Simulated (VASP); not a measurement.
## HC19O: single point with PBE+D3(BJ)

HC19O, a slab with vacuum:

```
C H O
1.0
     7.39800    0.00000    0.00000
    -3.69900    6.40686    0.00000
     0.00000    0.00000   13.00000
C H O
19 1 1
Cartesian
  -0.0026 0.0227 0.9211
  1.2264 0.7380 0.9195
  -1.2306 2.1577 0.9559
  -0.0018 2.8540 0.9796
  -2.4801 4.2935 0.9189
  -1.2613 5.0185 0.9480
  2.4553 0.0324 0.9319
  3.6965 0.7361 0.9619
  1.2281 2.1590 0.9498
  2.4625 2.8706 0.9517
  -0.0043 4.2941 1.1169
  1.2484 5.0130 0.9873
  4.9362 0.0229 0.9661
  6.1664 0.7347 0.9411
  3.6965 2.1593 0.9529
  4.9307 2.8724 0.9493
  2.4652 4.2951 0.9499
  3.6938 5.0081 0.9162
  -0.4183 4.6695 2.8914
  -0.0611 5.7034 3.0587
  -0.8984 3.8766 3.6219
```

```yaml
Program: VASP 6.6.1
Task: single point
Functional: PBE
Dispersion: D3(BJ)
Potentials_or_basis: VASP PAW PBE potentials, release 64 (C, H, O)
Cutoff: 520 eV
k_mesh: 2 × 2 × 1
Occupations: gaussian, width 0.02 eV
Spin: collinear spin, zero start
Starting_moments: "[0.0, 0.0, 0.0, 0.0, 0.0, 0.0, 0.0, 0.0, 0.0, 0.0, 0.0, 0.0, 0.0, 0.0, 0.0, 0.0, 0.0, 0.0, 0.0, 0.0, 0.0] μB"
```

The largest force is 0.697 eV/Å, the net moment is 0.00 μB per cell and the valence electrons inside the program's atomic spheres are C 2.65, 2.66, 2.67, 2.63, 2.64, 2.61, 2.54 (each value once); H 0.66; O 5.13. The dispersion energy per atom is -0.088 eV.

Forces in eV/Å, atoms in the order of the input:
```
C   -0.007  0.010 -0.006
C   -0.018 -0.002 -0.008
C   -0.020  0.014  0.003
C   -0.018  0.019  0.018
C   -0.008  0.000 -0.019
C   -0.011  0.003 -0.035
C   -0.016  0.004 -0.016
C    0.003 -0.010  0.003
C   -0.013  0.000  0.009
C   -0.001  0.016  0.013
C   -0.020  0.002  0.027
C   -0.017  0.011  0.015
C   -0.018  0.008  0.002
C   -0.022 -0.003  0.001
C   -0.007  0.012  0.010
C   -0.009  0.009  0.003
C    0.000 -0.003  0.011
C   -0.020 -0.008 -0.005
C    0.356  0.415 -0.431
H    0.051 -0.019 -0.022
O   -0.186 -0.480  0.429
```

Levels at points of the mesh, in eV from the Fermi level:
Spin up:
| k point | band 38 | band 39 | band 40 | band 41 | band 42 | band 43 | band 44 | band 45 |
| --- | --- | --- | --- | --- | --- | --- | --- | --- |
| (0.00, 0.00, 0.00) | -3.25 | -3.24 | -1.35 | -0.59 | -0.21 | -0.17 | 1.52 | 2.16 |
| (0.50, 0.00, 0.00) | -3.00 | -2.81 | -2.76 | -2.58 | 0.19 | 1.15 | 1.74 | 2.31 |
| (0.00, 0.50, 0.00) | -2.99 | -2.80 | -2.79 | -2.57 | 0.25 | 1.08 | 1.74 | 2.33 |
| (0.50, 0.50, 0.00) | -3.05 | -2.87 | -2.76 | -2.56 | 0.22 | 0.92 | 1.89 | 2.30 |
Spin down:
| k point | band 37 | band 38 | band 39 | band 40 | band 41 | band 42 | band 43 | band 44 | band 45 | band 46 |
| --- | --- | --- | --- | --- | --- | --- | --- | --- | --- | --- |
| (0.00, 0.00, 0.00) | -4.04 | -3.25 | -3.24 | -1.35 | -0.59 | -0.21 | -0.17 | 1.52 | 2.16 | 3.08 |
| (0.50, 0.00, 0.00) | -3.39 | -3.00 | -2.81 | -2.76 | -2.58 | 0.19 | 1.15 | 1.74 | 2.31 | 2.37 |
| (0.00, 0.50, 0.00) | -3.42 | -2.99 | -2.80 | -2.79 | -2.57 | 0.25 | 1.08 | 1.74 | 2.33 | 2.34 |
| (0.50, 0.50, 0.00) | -3.28 | -3.05 | -2.87 | -2.76 | -2.56 | 0.22 | 0.92 | 1.89 | 2.30 | 2.38 |

It took 6.5 min on 1 thread of Intel(R) Xeon(R) 6975P-C (Granite Rapids) (shared host), peak memory 0.93 GiB.

Caveat: the k points lie up to 0.49 Å⁻¹ apart; there is no dipole correction, which matters where the two faces differ; no moment was typed at the start, so none could form.
